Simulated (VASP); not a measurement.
Li2Pt:

```
Li Pt
1.0
     4.21149    0.00000    0.00000
    -2.10575    3.64726    0.00000
     0.00000    0.00000    2.67015
Li Pt
2 1
Cartesian
  0.0000 2.4315 1.3351
  2.1057 1.2158 1.3351
  0.0000 0.0000 0.0000
```

- Program: VASP 6.6.1
- Task: relaxation of cell and atoms
- Functional: LDA
- Potentials or basis: VASP PAW LDA potentials, release 64 (Li_sv, Pt)
- Cutoff: 600 eV
- k mesh: 12 × 12 × 16
- Occupations: gaussian, width 0.1 eV
- Spin: no spin polarisation

At the start: pressure -5.5 GPa; volume 13.67 Å³/atom.

How do energy, volume and symmetry change on relaxing?

Over 6 steps the energy falls by 18.4 meV/atom and the volume is 12.64 Å³/atom (-7.5 %); space group P6/mmm (No. 191, to 0.1 Å) before and after.

The path:
| step | energy change (eV) | largest force (eV/Å) | pressure (GPa) | volume (Å³) |
| --- | --- | --- | --- | --- |
| 1 | 0.0000 | 0.0000 | -5.50 | 41.01 |
| 2 | -0.0505 | 0.0000 | -0.01 | 38.29 |
| 3 | -0.0506 | 0.0000 | -0.32 | 38.42 |
| 4 | -0.0543 | 0.0000 | -0.19 | 38.14 |
| 5 | -0.0550 | 0.0000 | 0.03 | 37.86 |
| 6 | -0.0551 | 0.0000 | 0.00 | 37.93 |

Final structure:
```cif
data_structure
_symmetry_space_group_name_H-M 'P 1'
_symmetry_Int_Tables_number 1
_cell_length_a 4.0946
_cell_length_b 4.0946
_cell_length_c 2.6120
_cell_angle_alpha 90.000
_cell_angle_beta 90.000
_cell_angle_gamma 120.000
_cell_volume 37.93
loop_
_atom_site_label
_atom_site_type_symbol
_atom_site_fract_x
_atom_site_fract_y
_atom_site_fract_z
_atom_site_occupancy
Li1 Li 0.33333 0.66667 0.50000 1
Li2 Li 0.66667 0.33333 0.50000 1
Pt1 Pt 0.00000 0.00000 0.00000 1
```

Caveat: the cutoff is under 1.25 times the usual one of these potentials, so pressure, stress and relaxed cells hold a basis-set (Pulay) error.
